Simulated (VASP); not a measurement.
Wanted: the native input for a VASP 6.6.1 run.

| Item | Value |
| --- | --- |
| Task | single point |
| Functional | LDA |
| Potentials or basis | VASP PAW LDA potentials, release 64 (Cu, O) |
| Cutoff | 520 eV |
| k mesh | 9 × 9 × 5 |
| Occupations | fermi-dirac, width 0.05 eV |
| Spin | no spin polarisation |
| Dipole correction | no |
| Further INCAR settings | ALGO = Normal; EDIFF = 1e-06; NBANDS = 25 |

The structure of CuO lies in POSCAR:

```
CuO
1.0
    2.8207191443      0.0000000000      0.0000000000
    0.0382751310      2.8205021813      0.0000000000
    0.0171382374      0.0168928653      5.0706699737
Cu O
2 2
Direct
    0.0000000000      0.5000000000      0.0000000000
    0.5000000000      0.0000000000      0.5000000000
    0.9984239700      0.0016717800      0.7498871000
    0.0015760300      0.9983282200      0.2501129000
```

The input as run:

INCAR

```
SYSTEM = CuO
  ALGO = Normal
  EDIFF = 1E-6
  ENCUT = 520
  GGA = CA
  ISIF = 2
  ISMEAR = -1
  LASPH = .TRUE.
  LCHARG = .TRUE.
  LELF = .TRUE.
  LREAL = .FALSE.
  LVHAR = .TRUE.
  LWAVE = .FALSE.
  NBANDS = 25
  NELM = 100
  PREC = Accurate
  SIGMA = 0.05
```

KPOINTS

```
k-points
0
G
  9 9 5
  0 0 0
```

Potentials or basis: VASP PAW LDA potentials, release 64 (Cu, O).

Run with:

```sh
$ cat potpaw_LDA.64/Cu/POTCAR potpaw_LDA.64/O/POTCAR > POTCAR
$ mpirun -np 1 vasp_std > vasp.out
```

It gave:

| Property | Result |
| --- | --- |
| Pressure | 3.7 GPa |
| Largest force | 0.013 eV/Å |
| Band gap on the k mesh | zero (bands 17 and 18 overlap by 1.01 eV) |

Caveat: the cell stands under pressure; semilocal functionals often make such compounds metallic where correlation or magnetic order opens a gap, which also shifts bond lengths.

It took 75 s on 1 thread of Intel(R) Xeon(R) 6975P-C (Granite Rapids) (shared host), peak memory 0.27 GiB.
